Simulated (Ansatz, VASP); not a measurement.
# TiC in VASP and in Ansatz

```xyz
2
Lattice="0.0433 2.1856 2.1856 2.1856 0.0433 2.1856 2.1856 2.1856 0.0433" Properties=species:S:1:pos:R:3 pbc="T T T"
Ti    0.0000    0.0000    0.0000
C     2.2073    2.2073    2.2073
```

Change from the starting cell: equal xy, yz and zx shear strains of +2 %, crystal datasets.

Alike in both runs: task electric field gradients; functional PBE; k mesh 16 × 16 × 16; occupations fermi-dirac, width 0.03 eV; no spin polarisation.

```csv
,VASP,Ansatz
version,VASP 6.6.1,Ansatz 0.2.0
potentials or method,"VASP PAW PBE potentials, release 64 (Ti_sv, C), cutoff 520 eV","all-electron PAW with datasets made for the crystal, scalar-relativistic"
```

|  | VASP | Ansatz | Ansatz less VASP |
| --- | --- | --- | --- |
| pressure (GPa) | 1.2 | 0.9 | -0.24 |
| traceless stress, the component that is largest in VASP (GPa) | -3.38 | -3.39 | -0.015 |
| size of Vzz on the site where it differs most (V/Å²) | 1.9 | 1.7 | -0.18 |

Ansatz ran all-electron here, and VASP with PAW potentials.
